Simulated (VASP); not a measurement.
# Os (Fm-3m) in VASP: notebook, part 2 of 3

VASP 6.6.1. The steps go on from the part before.

**4. Relaxation of cell and atoms, PBEsol**

This run uses another cell than the first one, of 13.94 Å³/atom.

Contents of INCAR:

```
SYSTEM = Os
PREC = Accurate ; ENCUT = 600
EDIFF = 1E-7 ; ISMEAR = 1
SIGMA = 0.05 ; LREAL = .FALSE.
LASPH = .TRUE. ; NELM = 120
ALGO = Normal ; ISIF = 3
LWAVE = .FALSE. ; LCHARG = .FALSE.
GGA = PS ; IBRION = 2
NSW = 80 ; EDIFFG = -0.03
GGA_COMPAT = .FALSE. ; NELMIN = 4
```

Contents of KPOINTS:

```
Automatic mesh
0
G
  10 10 10
  0 0 0
```

Contents of POSCAR:

```
Os
1.0
    0.0000000000      1.9100000000      1.9100000000
    1.9100000000      0.0000000000      1.9100000000
    1.9100000000      1.9100000000      0.0000000000
Os
1
Direct
    0.0000000000      0.0000000000      0.0000000000
```

Potentials or basis: VASP PAW PBE potentials, release 64 (Os).

Launch:

```sh
cat potpaw_PBE.64/Os/POTCAR > POTCAR
mpirun -np 1 vasp_std > vasp.out
```

OUTCAR:

```text
SYSTEM = Os
   PREC = Accurate
   ENCUT = 600
   EDIFF = 1E-7
   ISMEAR = 1
   LREAL = .FALSE.
   LASPH = .TRUE.
   NELM = 120
   ISIF = 3
   GGA = PS
   IBRION = 2
   NSW = 80
   EDIFFG = -0.03
   NELMIN = 4

 ion  position               nearest neighbor table
   1  0.000  0.000  0.000-

  LATTYP: Found a face centered cubic cell.
 ALAT       =     3.8200000000

  Lattice vectors:

 A1 = (   0.0000000000,   1.9100000000,   1.9100000000)
 A2 = (   1.9100000000,   0.0000000000,   1.9100000000)
 A3 = (   1.9100000000,   1.9100000000,   0.0000000000)

Analysis of symmetry for initial positions (statically):
=====================================================================
 Subroutine PRICEL returns:
 Original cell was already a primitive cell.

 Routine SETGRP: Setting up the symmetry group for a
 face centered cubic supercell.

 Subroutine GETGRP returns: Found 48 space group operations
 (whereof 48 operations were pure point group operations)
 out of a pool of 48 trial point group operations.

The static configuration has the point symmetry O_h .

[... 168 lines left out ...]
  Total        0.1212018      0.1212018      0.1212018     -0.0000000     -0.0000000      0.0000000
  in kB       13.9344416     13.9344416     13.9344416     -0.0000000     -0.0000000      0.0000000
  external PRESSURE =      13.9344416 kB  Pullay stress =       0.0000000 kB
[... 57 lines left out ...]
--------------------------------------- Ionic step        3  -------------------------------------------

 number of electron       8.0000000 magnetization

 Free energy of the ion-electron system (eV)
  ---------------------------------------------------
  ext. energy  EPLUGINS =         0.00000000
  ---------------------------------------------------
  free energy    TOTEN  =       -12.05910530 eV

  energy without entropy =      -12.05813865  energy(sigma->0) =      -12.05878308

 E-fermi :   9.2543     XC(G=0): -14.1537

 val. band max:        9.2486574344   @ k =   0.4000   0.2000   0.1000
 cond. band min:       9.2630049320   @ k =   0.4000   0.3000   0.1000
 fundamental gap:      0.0143474976
 Fermi energy:         9.2542603947

 k-point     1 :       0.0000    0.0000    0.0000
  band No.  band energies     occupation
      1      -1.6885      2.00000
      2       6.1797      2.00000
      3       6.1797      2.00000
      4       6.1797      2.00000
      5       9.2665      0.59822
      6       9.2665      0.59821
      7      23.4478      0.00000
      8      29.2777      0.00000
[... 243 lines left out ...]
 k-point    24 :       0.4000    0.3000    0.0000
  band No.  band energies     occupation
      1       2.2436      2.00000
      2       3.1147      2.00000
      3       7.3401      2.00000
      4       9.5905     -0.00000
      5      11.3250      0.00000
      6      11.5448      0.00000
      7      23.0730      0.00000
      8      25.2488      0.00000

 [... further k-points ...]

------------------------ aborting loop because EDIFF is reached ----------------------------------------

  FORCE on cell =-STRESS in cart. coord.  units (eV):
  Direction    XX          YY          ZZ          XY          YZ          ZX
  --------------------------------------------------------------------------------------
  -------------------------------------------------------------------------------------
  Total        0.0001913      0.0001913      0.0001913      0.0000000      0.0000000      0.0000000
  in kB        0.0219253      0.0219253      0.0219253      0.0000000      0.0000000      0.0000000
  external PRESSURE =       0.0219253 kB  Pullay stress =       0.0000000 kB
[... 16 lines left out ...]
  FREE ENERGIE OF THE ION-ELECTRON SYSTEM (eV)
  ---------------------------------------------------
  free  energy   TOTEN  =       -12.0591053019 eV

  energy  without entropy=      -12.0581386474  energy(sigma->0) =      -12.05878308

 reached required accuracy - stopping structural energy minimisation
```

OSZICAR:

```text
N       E                     dE             d eps       ncg     rms          rms(c)
DAV:   1     0.393616191516E+02    0.39362E+02   -0.46065E+03   760   0.105E+03
[... 22 lines left out ...]
DAV:   1    -0.120645192585E+02   -0.92349E-02   -0.16456E-01   832   0.362E+00    0.108E+00
DAV:   2    -0.120600099012E+02    0.45094E-02   -0.73021E-03   952   0.864E-01    0.402E-01
DAV:   3    -0.120590821586E+02    0.92774E-03   -0.35336E-03   936   0.573E-01    0.329E-02
DAV:   4    -0.120591010530E+02   -0.18894E-04   -0.41927E-05   872   0.485E-02    0.102E-02
DAV:   5    -0.120591050463E+02   -0.39933E-05   -0.45486E-06  1032   0.161E-02    0.272E-03
DAV:   6    -0.120591053028E+02   -0.25647E-06   -0.19752E-07   800   0.579E-03    0.266E-04
DAV:   7    -0.120591053019E+02    0.86919E-09   -0.33595E-09   400   0.644E-04
   3 F= -.12059105E+02 E0= -.12058783E+02  d E =-.190053E-03
```

Run time: 9.4 s. Hardware: 1 thread of AMD EPYC 9R45 (Zen 5), shared host; peak memory 0.12 GiB.

What came out:

```yaml
Free_energy: -12.0591 eV
Relaxed_volume: 13.98 Å³/atom
Relaxed_cell: a = 2.704 Å, b = 2.704 Å, c = 2.704 Å, α = 60.00°, β = 60.00°, γ = 60.00°
Space_group_after_relaxing_to_0.1_Å: Fm-3m (No. 225)
Energy_gained_by_relaxing: 0.2 meV/atom
Ionic_steps: 3
Pressure_after_relaxing: 0.0 GPa
Band_gap_on_the_k_mesh: zero (bands 4 and 5 overlap by 4.02 eV)
```

Step by step:
```tsv
step	energy change (eV)	largest force (eV/Å)	pressure (GPa)	volume (Å³)
1	0.0000	0.0000	1.39	13.94
2	0.0036	0.0000	-5.97	14.18
3	-0.0002	0.0000	0.00	13.98
```

Final structure:
```
CELL_PARAMETERS angstrom
0.00000 1.91203 1.91203
1.91203 0.00000 1.91203
1.91203 1.91203 0.00000
ATOMIC_POSITIONS crystal
Os 0.00000 0.00000 0.00000
```

Caveat: the PAW data sets were made with another functional, which shifts forces and pressure a little; spin-orbit coupling is left out, which moves the levels of the heavy elements.

**5. Relaxation of cell and atoms, PBEsol, target pressure 5 GPa, at which the enthalpy is minimised**

This run uses another cell than the first one, of 13.94 Å³/atom.

Contents of INCAR:

```
SYSTEM = Os
ALGO = Normal
EDIFF = 1E-7
EDIFFG = -0.03
ENCUT = 600
GGA = PS
GGA_COMPAT = .FALSE.
IBRION = 2
ISIF = 3
ISMEAR = 1
LASPH = .TRUE.
LCHARG = .FALSE.
LREAL = .FALSE.
LWAVE = .FALSE.
NELM = 120
NELMIN = 4
NSW = 80
PREC = Accurate
PSTRESS = 50.0
SIGMA = 0.05
```

Contents of KPOINTS:

```
k-points
0
G
  10 10 10
  0 0 0
```

POSCAR is that of step 4.

Launch:

```sh
cat potpaw_PBE.64/Os/POTCAR > POTCAR
mpirun -np 1 vasp_std > vasp.out
```

It took 9.7 s on 1 thread of AMD EPYC 9R45 (Zen 5), shared host; peak memory 0.12 GiB.

Results (log left out):

| Property | Result |
| --- | --- |
| Free energy | -12.0568 eV |
| Relaxed volume | 13.83 Å³/atom |
| Relaxed cell | a = 2.694 Å, b = 2.694 Å, c = 2.694 Å, α = 60.00°, β = 60.00°, γ = 60.00° |
| Space group after relaxing (to 0.1 Å) | Fm-3m (No. 225) |
| Energy change on relaxing (the run minimises the enthalpy) | +2.2 meV/atom |
| Ionic steps | 3 |
| Pressure after relaxing | 4.9 GPa |
| Band gap on the k mesh | zero (bands 4 and 5 overlap by 4.09 eV) |

Step by step:
```tsv
step	energy change (eV)	largest force (eV/Å)	pressure (GPa)	volume (Å³)
1	0.0000	0.0000	1.39	13.94
2	0.0472	0.0000	23.86	13.31
3	0.0022	0.0000	4.94	13.83
```

Final structure:
```
Os
1.0
     0.00000    1.90496    1.90496
     1.90496    0.00000    1.90496
     1.90496    1.90496    0.00000
Os
1
Direct
  0.00000 0.00000 0.00000
```

Levels at points of the mesh, in eV from the Fermi level:
```tsv
k point	band 2	band 3	band 4	band 5	band 6	band 7
(0.00, 0.00, 0.00)	-3.13	-3.13	-3.13	0.02	0.02	14.18
(0.50, 0.00, 0.00)	-3.28	-3.28	-0.31	2.48	2.48	9.11
(0.50, 0.50, 0.00)	-7.09	2.30	2.45	3.18	3.18	12.29
```

Caveat: the cell is relaxed towards a set pressure, so the run minimises the enthalpy, not the energy; the PAW data sets were made with another functional, which shifts forces and pressure a little; spin-orbit coupling is left out, which moves the levels of the heavy elements.

**6. Relaxation of cell and atoms, PBEsol, target pressure 10 GPa, at which the enthalpy is minimised**

This run uses another cell than the first one, of 13.94 Å³/atom.

Contents of INCAR:

```
SYSTEM = Os
PREC = Accurate
ENCUT = 600
EDIFF = 1E-7
ISMEAR = 1
SIGMA = 0.05
LREAL = .FALSE.
LASPH = .TRUE.
NELM = 120
ALGO = Normal
ISIF = 3
LWAVE = .FALSE.
LCHARG = .FALSE.
GGA = PS
IBRION = 2
NSW = 80
EDIFFG = -0.03
PSTRESS = 100.0
GGA_COMPAT = .FALSE.
NELMIN = 4
```

Contents of KPOINTS:

```
regular mesh
0
G
  10 10 10
  0 0 0
```

POSCAR is that of step 5.

Potentials or basis: VASP PAW PBE potentials, release 64 (Os).

Launch:

```sh
cat potpaw_PBE.64/Os/POTCAR > POTCAR
mpirun -np 1 vasp_std > vasp.out
```

OUTCAR:

```text
SYSTEM = Os
   PREC = Accurate
   ENCUT = 600
   EDIFF = 1E-7
   ISMEAR = 1
   LREAL = .FALSE.
   LASPH = .TRUE.
   NELM = 120
   ISIF = 3
   GGA = PS
   IBRION = 2
   NSW = 80
   EDIFFG = -0.03
   PSTRESS = 100.0
   NELMIN = 4

 ion  position               nearest neighbor table
   1  0.000  0.000  0.000-

  LATTYP: Found a face centered cubic cell.
 ALAT       =     3.8200000000

  Lattice vectors:

 A1 = (   0.0000000000,   1.9100000000,   1.9100000000)
 A2 = (   1.9100000000,   0.0000000000,   1.9100000000)
 A3 = (   1.9100000000,   1.9100000000,   0.0000000000)

Analysis of symmetry for initial positions (statically):
=====================================================================
 Subroutine PRICEL returns:
 Original cell was already a primitive cell.

 Routine SETGRP: Setting up the symmetry group for a
 face centered cubic supercell.

 Subroutine GETGRP returns: Found 48 space group operations
 (whereof 48 operations were pure point group operations)
 out of a pool of 48 trial point group operations.

The static configuration has the point symmetry O_h .

Analysis of symmetry for dynamics (positions and initial velocities):
=====================================================================
 Subroutine PRICEL returns:
 Original cell was already a primitive cell.

 Routine SETGRP: Setting up the symmetry group for a
 face centered cubic supercell.

 Subroutine GETGRP returns: Found 48 space group operations
 (whereof 48 operations were pure point group operations)
 out of a pool of 48 trial point group operations.

The dynamic configuration has the point symmetry O_h .

 Subroutine INISYM returns: Found 48 space group operations
 (whereof 48 operations are pure point group operations),
 and found     1 'primitive' translations

----------------------------------------------------------------------------------------

                                     Primitive cell

  volume of cell :      13.9357

  direct lattice vectors                    reciprocal lattice vectors
     0.000000000  1.910000000  1.910000000    -0.261780105  0.261780105  0.261780105
     1.910000000  0.000000000  1.910000000     0.261780105 -0.261780105  0.261780105
     1.910000000  1.910000000  0.000000000     0.261780105  0.261780105 -0.261780105

  length of vectors
     2.701147904  2.701147904  2.701147904     0.453416442  0.453416442  0.453416442

  position of ions in fractional coordinates (direct lattice)
     0.000000000  0.000000000  0.000000000

  ion indices of the primitive-cell ions
   primitive index   ion index
                 1           1

----------------------------------------------------------------------------------------

 KPOINTS: regular mesh

Automatic generation of k-mesh.
 Grid dimensions read from file:
 generate k-points for:   10   10   10

 Generating k-lattice:

  Cartesian coordinates                     Fractional coordinates (reciprocal lattice)
    -0.026178010  0.026178010  0.026178010     0.100000000  0.000000000  0.000000000
     0.026178010 -0.026178010  0.026178010     0.000000000  0.100000000  0.000000000
     0.026178010  0.026178010 -0.026178010     0.000000000  0.000000000  0.100000000

  Length of vectors
     0.045341644  0.045341644  0.045341644

  Shift w.r.t. Gamma in fractional coordinates (k-lattice)
     0.000000000  0.000000000  0.000000000

 Subroutine IBZKPT returns following result:
 ===========================================

 Found     47 irreducible k-points:

 Following reciprocal coordinates:
            Coordinates               Weight
  0.000000  0.000000  0.000000      1.000000
  0.100000  0.000000  0.000000      8.000000
  0.200000  0.000000  0.000000      8.000000
  0.300000  0.000000  0.000000      8.000000
  0.400000  0.000000  0.000000      8.000000
  0.500000  0.000000  0.000000      4.000000
[... 16 lines left out ...]
  0.300000  0.300000  0.000000      6.000000
  0.400000  0.300000  0.000000     24.000000
 [... further k-points ...]
   k-points           NKPTS =     47   k-points in BZ     NKDIM =     47   number of bands    NBANDS=      8
   number of dos      NEDOS =    301   number of ions     NIONS =      1
   total plane-waves  NPLWV =  13824
   dimension x,y,z NGX =    24 NGY =   24 NGZ =   24
   dimension x,y,z NGXF=    48 NGYF=   48 NGZF=   48
   ions per type =               1
   NGX,Y,Z   is equivalent  to a cutoff of  14.77, 14.77, 14.77 a.u.
   NGXF,Y,Z  is equivalent  to a cutoff of  29.54, 29.54, 29.54 a.u.
 SYSTEM =  Os
   PREC   = accura    normal or accurate (medium, high low for compatibility)
   ISTART =      0    job   : 0-new  1-cont  2-samecut
   ICHARG =      2    charge: 1-file 2-atom 10-const
   ISPIN  =      1    spin polarized calculation?
   LNONCOLLINEAR =      F non collinear calculations
   LSORBIT =      F    spin-orbit coupling
   LASPH  =      T    aspherical Exc in radial PAW
   ENCUT  =  600.0 eV  44.10 Ry    6.64 a.u.   5.39  5.39  5.39*2*pi/ulx,y,z
   NELM   =    120;   NELMIN=  4; NELMDL= -5     # of ELM steps
   EDIFF  = 0.1E-06   stopping-criterion for ELM
   LREAL  =      F    real-space projection
   EDIFFG = -.3E-01   stopping-criterion for IOM
   NSW    =     80    number of steps for IOM
   IBRION =      2    ionic relax: 0-MD 1-quasi-New 2-CG
   NFREE  =      1    steps in history (QN), initial steepest desc. (CG)
   ISIF   =      3    stress and relaxation
   ISYM   =      2    0-nonsym 1-usesym 2-fastsym
   POTIM  = 0.5000    time-step for ionic-motion
   TEBEG  =    0.0;   TEEND  =   0.0 temperature during run
   PSTRESS=  100.0 pullay stress
   NELECT =       8.0000    total number of electrons
   NUPDOWN=      -1.0000    fix difference up-down
   EMIN   =  10.00;   EMAX   =-10.00  energy-range for DOS
   EFERMI =   0.00;   METHOD = LEGACY
   ISMEAR =     1;   SIGMA  =   0.05  broadening in eV -4-tet -1-fermi 0-gaus
   EFERMI_NEDOS =   21; number of points for ismear=-14 and -15
   IALGO  =     38    algorithm
   IMIX   =      4    mixing-type and parameters
     AMIX     =   0.40;   BMIX     =  1.00
     AMIX_MAG =   1.60;   BMIX_MAG =  1.00
  volume/ion in A,a.u.               =      13.94        94.04
  Fermi-wavevector in a.u.,A,eV,Ry     =   1.360593  2.571147 25.187274  1.851212
  Thomas-Fermi vector in A             =   2.487242
   LORBIT       =      0    0 simple, 1 ext, 2 COOP (PROOUT), +10 PAW based schemes
   GGA     = PS    functional components
   LHFCALC =     F    Hartree Fock is set to
   AEXX    =    0.0000 exact exchange contribution
   IVDW    =     0    specifies the selected vdW correction
   LEPSILON=     F    determine dielectric tensor
   LRPA    =     F    only Hartree local field effects (RPA)
 conjugate gradient relaxation of ions
 non-spin polarized calculation
 Methfessel and Paxton  Order N= 1 SIGMA  =   0.05
  energy-cutoff  :      600.00
  volume of cell :       13.94
 maximum number of plane-waves:       483
 NGX is ok and might be reduce to    24
   NGX = 11   NGY = 11   NGZ = 11

--------------------------------------- Ionic step        1  -------------------------------------------

 number of electron       8.0000000 magnetization

 Free energy of the ion-electron system (eV)
  ---------------------------------------------------
  ext. energy  EPLUGINS =         0.00000000
  ---------------------------------------------------
  free energy    TOTEN  =       -12.05891525 eV

  energy without entropy =      -12.05794413  energy(sigma->0) =      -12.05859154

------------------------ aborting loop because EDIFF is reached ----------------------------------------

  FORCE on cell =-STRESS in cart. coord.  units (eV):
  Direction    XX          YY          ZZ          XY          YZ          ZX
  --------------------------------------------------------------------------------------
  -------------------------------------------------------------------------------------
  Total        0.1212018      0.1212018      0.1212018     -0.0000000     -0.0000000      0.0000000
  in kB       13.9344416     13.9344416     13.9344416     -0.0000000     -0.0000000      0.0000000
  external PRESSURE =     -86.0655584 kB  Pullay stress =     100.0000000 kB
[... 24 lines left out ...]
--------------------------------------- Ionic step        2  -------------------------------------------

 number of electron       8.0000000 magnetization

 E-fermi :  11.0709     XC(G=0): -14.8087

 val. band max:       11.0628206772   @ k =   0.3000   0.1000   0.0000
 cond. band min:      11.0969313812   @ k =   0.4000   0.3000   0.1000
 fundamental gap:      0.0341107040
 Fermi energy:        11.0708810979

 k-point     1 :       0.0000    0.0000    0.0000
  band No.  band energies     occupation
      1      -0.9253      2.00000
      2       7.4355      2.00000
      3       7.4355      2.00000
      4       7.4355      2.00000
      5      11.1121      0.00764
      6      11.1121      0.00764
      7      25.1314      0.00000
      8      31.6708      0.00000
[... 326 lines left out ...]
--------------------------------------- Ionic step        4  -------------------------------------------

 number of electron       8.0000001 magnetization

 Free energy of the ion-electron system (eV)
  ---------------------------------------------------
  ext. energy  EPLUGINS =         0.00000000
  ---------------------------------------------------
  free energy    TOTEN  =       -12.04994383 eV

  energy without entropy =      -12.04895561  energy(sigma->0) =      -12.04961442

 E-fermi :   9.5891     XC(G=0): -14.2785

 val. band max:        9.5824083122   @ k =   0.3000   0.1000   0.0000
 cond. band min:       9.6000592432   @ k =   0.4000   0.3000   0.1000
 fundamental gap:      0.0176509310
 Fermi energy:         9.5890682902

 k-point     1 :       0.0000    0.0000    0.0000
  band No.  band energies     occupation
      1      -1.5539      2.00000
      2       6.4137      2.00000
      3       6.4137      2.00000
      4       6.4137      2.00000
      5       9.6069      0.43602
      6       9.6069      0.43601
      7      23.7645      0.00000
      8      29.7269      0.00000
[... 285 lines left out ...]
  energy  without entropy=      -12.0489556074  energy(sigma->0) =      -12.04961442

  enthalpy is  TOTEN    =       -11.1961975834 eV   P V=        0.8537462466

 reached required accuracy - stopping structural energy minimisation
```

OSZICAR:

```text
N       E                     dE             d eps       ncg     rms          rms(c)
DAV:   1     0.393616191516E+02    0.39362E+02   -0.46065E+03   760   0.105E+03
DAV:   2    -0.117853116819E+02   -0.51147E+02   -0.49375E+02   760   0.237E+02
DAV:   3    -0.128172598416E+02   -0.10319E+01   -0.10261E+01   984   0.334E+01
[... 31 lines left out ...]
DAV:   1    -0.120499562974E+02    0.59684E-03   -0.40807E-04   840   0.182E-01    0.584E-02
DAV:   2    -0.120499456241E+02    0.10673E-04   -0.17453E-05   912   0.426E-02    0.226E-02
DAV:   3    -0.120499436624E+02    0.19617E-05   -0.88990E-06   960   0.290E-02    0.139E-03
DAV:   4    -0.120499437895E+02   -0.12717E-06   -0.90230E-08   608   0.225E-03    0.453E-04
DAV:   5    -0.120499438300E+02   -0.40457E-07   -0.15716E-08   400   0.861E-04
   4 F= -.11196198E+02 E0= -.11195868E+02  d E =-.708256E-02
```

CONTCAR:

```text
Os
   1.00000000000000
    -0.0000000000000000    1.8981759418629203    1.8981759418629203
     1.8981759418629203   -0.0000000000000000    1.8981759418629203
     1.8981759418629203    1.8981759418629203    0.0000000000000000
  Os
     1
Direct
     0.0000000000000000    1.0000000000000000    0.0000000000000000

  0.00000000E+00  0.00000000E+00  0.00000000E+00
```

It took 12 s on 1 thread of AMD EPYC 9R45 (Zen 5), shared host; peak memory 0.12 GiB.

What came out:

* Free energy: -12.0499 eV
* Relaxed volume: 13.68 Å³/atom
* Relaxed cell: a = 2.684 Å, b = 2.684 Å, c = 2.684 Å, α = 60.00°, β = 60.00°, γ = 60.00°
* Space group after relaxing (to 0.1 Å): Fm-3m (No. 225)
* Energy change on relaxing (the run minimises the enthalpy): +9.0 meV/atom
* Ionic steps: 4
* Pressure after relaxing: 10.0 GPa
* Band gap on the k mesh: zero (bands 4 and 5 overlap by 4.17 eV)

The path:
```tsv
step	energy change (eV)	largest force (eV/Å)	pressure (GPa)	volume (Å³)
1	0.0000	0.0000	1.39	13.94
2	0.2710	0.0000	64.68	12.48
3	0.0084	0.0000	9.60	13.69
4	0.0090	0.0000	9.96	13.68
```

Final structure:
```
Os
1.0
     0.00000    1.89818    1.89818
     1.89818    0.00000    1.89818
     1.89818    1.89818    0.00000
Os
1
Cartesian
  1.8982 0.0000 1.8982
```

Caveat: the cell is relaxed towards a set pressure, so the run minimises the enthalpy, not the energy; the PAW data sets were made with another functional, which shifts forces and pressure a little; spin-orbit coupling is left out, which moves the levels of the heavy elements.

[end of part 2 of 3]
